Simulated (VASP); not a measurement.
# Si (Fd-3m) in VASP: single point with PBEsol

Aim: the single point of Si with PBEsol.

Everything below comes from runs of VASP 6.6.1. Logs are shortened: lines on timing, memory, paths and dates and some standing lists are left out, and cuts for length are marked.

**1. The cell of the first run**

The structure is cubic, space group Fd-3m (No. 227). The conventional cell has a = 5.433 Å, b = 5.433 Å, c = 5.433 Å, α = 90.00°, β = 90.00°, γ = 90.00°. Si (site symmetry -43m) has 4 Si at 2.35 Å within 3.1 Å.

**2. Single point, PBEsol**

The input, INCAR:

```
  ALGO = Normal
  EDIFF = 1E-6
  ENCUT = 500
  GGA = PS
  GGA_COMPAT = F
  ISIF = 2
  ISMEAR = 0
  LASPH = T
  LCHARG = T
  LELF = T
  LREAL = F
  LVHAR = T
  LWAVE = F
  NBANDS = 11
  NELM = 120
  PREC = Accurate
  SIGMA = 0.02
```

The input, KPOINTS:

```
k-points
0
Gamma
  4 4 4
```

The input, POSCAR:

```
Si
1.0
    0.0000000000      2.7167270371      2.7167270371
    2.7167270371      0.0000000000      2.7167270371
    2.7167270371      2.7167270371      0.0000000000
Si
2
Direct
    0.5000000000      0.5000000000      0.5000000000
    0.7500000000      0.7500000000      0.7500000000
```

Potentials or basis: VASP PAW PBE potentials, release 64 (Si).

Launch:

```
$ cat potpaw_PBE.64/Si/POTCAR > POTCAR
$ mpirun -np 1 vasp_std > vasp.out
```

OUTCAR:

```text
EDIFF = 1E-6
   ENCUT = 500
   GGA = PS
   ISIF = 2
   ISMEAR = 0
   LASPH = T
   LREAL = F
   NELM = 120
   PREC = Accurate

 ion  position               nearest neighbor table
   1  0.500  0.500  0.500-   2 2.35   2 2.35   2 2.35   2 2.35
   2  0.750  0.750  0.750-   1 2.35   1 2.35   1 2.35   1 2.35

  LATTYP: Found a face centered cubic cell.
 ALAT       =     5.4334540742

  Lattice vectors:

 A1 = (   0.0000000000,   2.7167270371,   2.7167270371)
 A2 = (   2.7167270371,   0.0000000000,   2.7167270371)
 A3 = (   2.7167270371,   2.7167270371,   0.0000000000)

Analysis of symmetry for initial positions (statically):
=====================================================================
 Subroutine PRICEL returns:
 Original cell was already a primitive cell.

 Routine SETGRP: Setting up the symmetry group for a
 face centered cubic supercell.

 Subroutine GETGRP returns: Found 48 space group operations
 (whereof 24 operations were pure point group operations)
 out of a pool of 48 trial point group operations.

The static configuration has the point symmetry T_d .
 The point group associated with its full space group is O_h .

Analysis of symmetry for dynamics (positions and initial velocities):
=====================================================================
 Subroutine PRICEL returns:
 Original cell was already a primitive cell.

 Routine SETGRP: Setting up the symmetry group for a
 face centered cubic supercell.

 Subroutine GETGRP returns: Found 48 space group operations
 (whereof 24 operations were pure point group operations)
 out of a pool of 48 trial point group operations.

The dynamic configuration has the point symmetry T_d .
 The point group associated with its full space group is O_h .

 Subroutine INISYM returns: Found 48 space group operations
 (whereof 24 operations are pure point group operations),
 and found     1 'primitive' translations

----------------------------------------------------------------------------------------

                                     Primitive cell

  volume of cell :      40.1022

  direct lattice vectors                    reciprocal lattice vectors
     0.000000000  2.716727037  2.716727037    -0.184044990  0.184044990  0.184044990
     2.716727037  0.000000000  2.716727037     0.184044990 -0.184044990  0.184044990
     2.716727037  2.716727037  0.000000000     0.184044990  0.184044990 -0.184044990

  length of vectors
     3.842032221  3.842032221  3.842032221     0.318775273  0.318775273  0.318775273

  position of ions in fractional coordinates (direct lattice)
[... 71 lines left out ...]
   TEBEG  =    0.0;   TEEND  =   0.0 temperature during run
   PSTRESS=    0.0 pullay stress
   NELECT =       8.0000    total number of electrons
   NUPDOWN=      -1.0000    fix difference up-down
   EMIN   =  10.00;   EMAX   =-10.00  energy-range for DOS
   EFERMI =   0.00;   METHOD = LEGACY
   ISMEAR =     0;   SIGMA  =   0.02  broadening in eV -4-tet -1-fermi 0-gaus
   EFERMI_NEDOS =   21; number of points for ismear=-14 and -15
   IALGO  =     38    algorithm
   IMIX   =      4    mixing-type and parameters
     AMIX     =   0.40;   BMIX     =  1.00
     AMIX_MAG =   1.60;   BMIX_MAG =  1.00
  volume/ion in A,a.u.               =      20.05       135.31
  Fermi-wavevector in a.u.,A,eV,Ry     =   0.956567  1.807650 12.449614  0.915021
  Thomas-Fermi vector in A             =   2.085507
   LORBIT       =      0    0 simple, 1 ext, 2 COOP (PROOUT), +10 PAW based schemes
   GGA     = PS    functional components
   LHFCALC =     F    Hartree Fock is set to
   AEXX    =    0.0000 exact exchange contribution
   IVDW    =     0    specifies the selected vdW correction
   LEPSILON=     F    determine dielectric tensor
   LRPA    =     F    only Hartree local field effects (RPA)
 non-spin polarized calculation
 Gauss-broadening in eV      SIGMA  =   0.02
  energy-cutoff  :      500.00
  volume of cell :       40.10
 maximum number of plane-waves:      1036
   NGX = 13   NGY = 13   NGZ = 13

 number of electron       8.0000001 magnetization

 Free energy of the ion-electron system (eV)
  ---------------------------------------------------
  ext. energy  EPLUGINS =         0.00000000
  ---------------------------------------------------
  free energy    TOTEN  =       -11.29556733 eV

  energy without entropy =      -11.29556733  energy(sigma->0) =      -11.29556733

 E-fermi :   5.9513     XC(G=0):  -9.5262

 val. band max:        5.8207591191   @ k =   0.0000   0.0000   0.0000
 cond. band min:       6.3878271411   @ k =   0.5000   0.5000   0.0000
 fundamental gap:      0.5670680219
 Fermi energy:         5.9513253541

 k-point     1 :       0.0000    0.0000    0.0000
  band No.  band energies     occupation
      1      -6.1703      2.00000
      2       5.8208      2.00000
      3       5.8208      2.00000
      4       5.8208      2.00000
      5       8.3163      0.00000
      6       8.3163      0.00000
      7       8.3163      0.00000
      8       9.1276      0.00000
      9      13.4845      0.00000
     10      13.4845      0.00000
     11      13.5076      0.00000
[... 85 lines left out ...]
 k-point     8 :      -0.2500    0.5000    0.2500
  band No.  band energies     occupation
      1      -1.8397      2.00000
      2      -1.8397      2.00000
      3       1.9016      2.00000
      4       1.9016      2.00000
      5       9.9764      0.00000
      6       9.9764      0.00000
      7      10.7428      0.00000
      8      10.7428      0.00000
      9      16.3380      0.00000
     10      16.3380      0.00000
     11      18.7820      0.00000

------------------------ aborting loop because EDIFF is reached ----------------------------------------

  FORCE on cell =-STRESS in cart. coord.  units (eV):
  Direction    XX          YY          ZZ          XY          YZ          ZX
  --------------------------------------------------------------------------------------
  -------------------------------------------------------------------------------------
  Total        0.1918835      0.1918835      0.1918835     -0.0000000      0.0000000     -0.0000000
  in kB        7.6662013      7.6662013      7.6662013     -0.0000000      0.0000000     -0.0000000
  external PRESSURE =       7.6662013 kB  Pullay stress =       0.0000000 kB

 VOLUME and BASIS-vectors are now :
 -----------------------------------------------------------------------------
  energy-cutoff  :      500.00
  volume of cell :       40.10
      direct lattice vectors                 reciprocal lattice vectors
     0.000000000  2.716727037  2.716727037    -0.184044990  0.184044990  0.184044990
     2.716727037  0.000000000  2.716727037     0.184044990 -0.184044990  0.184044990
     2.716727037  2.716727037  0.000000000     0.184044990  0.184044990 -0.184044990

 POSITION                                       TOTAL-FORCE (eV/Angst)
 -----------------------------------------------------------------------------------
      2.71673      2.71673      2.71673        -0.000000     -0.000000     -0.000000
      4.07509      4.07509      4.07509         0.000000      0.000000      0.000000
 -----------------------------------------------------------------------------------
    total drift:                                0.000000      0.000000     -0.000000

  FREE ENERGIE OF THE ION-ELECTRON SYSTEM (eV)
  ---------------------------------------------------
  free  energy   TOTEN  =       -11.2955673321 eV

  energy  without entropy=      -11.2955673321  energy(sigma->0) =      -11.29556733
```

OSZICAR:

```text
N       E                     dE             d eps       ncg     rms          rms(c)
DAV:   1     0.574486610929E+01    0.57449E+01   -0.32817E+03   176   0.571E+02
DAV:   2    -0.109779920196E+02   -0.16723E+02   -0.15862E+02   230   0.844E+01
DAV:   3    -0.115426292615E+02   -0.56464E+00   -0.56365E+00   237   0.130E+01
DAV:   4    -0.115469151253E+02   -0.42859E-02   -0.42857E-02   194   0.151E+00
DAV:   5    -0.115469624395E+02   -0.47314E-04   -0.47314E-04   236   0.148E-01    0.505E+00
DAV:   6    -0.113737188440E+02    0.17324E+00   -0.89605E-02   191   0.123E+00    0.303E+00
DAV:   7    -0.112945289202E+02    0.79190E-01   -0.16245E-01   188   0.175E+00    0.195E-01
DAV:   8    -0.112954620698E+02   -0.93315E-03   -0.65199E-03   200   0.452E-01    0.832E-02
DAV:   9    -0.112955508150E+02   -0.88745E-04   -0.10533E-04   219   0.679E-02    0.574E-02
DAV:  10    -0.112955675973E+02   -0.16782E-04   -0.14652E-05   211   0.212E-02    0.873E-03
DAV:  11    -0.112955673321E+02    0.26517E-06   -0.67928E-07   213   0.419E-03
   1 F= -.11295567E+02 E0= -.11295567E+02  d E =-.163779E-21
```

stdout:

```text
POSCAR found type information on POSCAR Si
 POSCAR found :  1 types and       2 ions
 scaLAPACK will be used
 -----------------------------------------------------------------------------
|                                                                             |
|                                                                             |
|     You enforced a specific xc type in the INCAR file but a different       |
|     I HOPE YOU KNOW WHAT YOU ARE DOING!                                     |
|                                                                             |
 -----------------------------------------------------------------------------

 LDA part: xc-table for (Slater+PW92), standard interpolation
 POSCAR, INCAR and KPOINTS ok, starting setup
 FFT: planning ... GRIDC
 FFT: planning ... GRID_SOFT
 FFT: planning ... GRID
 WAVECAR not read
 entering main loop
```

It took 5.9 s on 1 thread of Intel Xeon 8259CL, shared host; peak memory 0.14 GiB.

Results:

```yaml
Free_energy: -11.2956 eV
Pressure: 0.8 GPa
Band_gap_on_the_k_mesh: 0.57 eV, indirect (least direct gap 2.50 eV)
```

Caveat: the k points lie up to 0.50 Å⁻¹ apart; the PAW data sets were made with another functional, which shifts forces and pressure a little. Expect the measured gap to be larger: semilocal functionals such as PBEsol lack the derivative discontinuity.
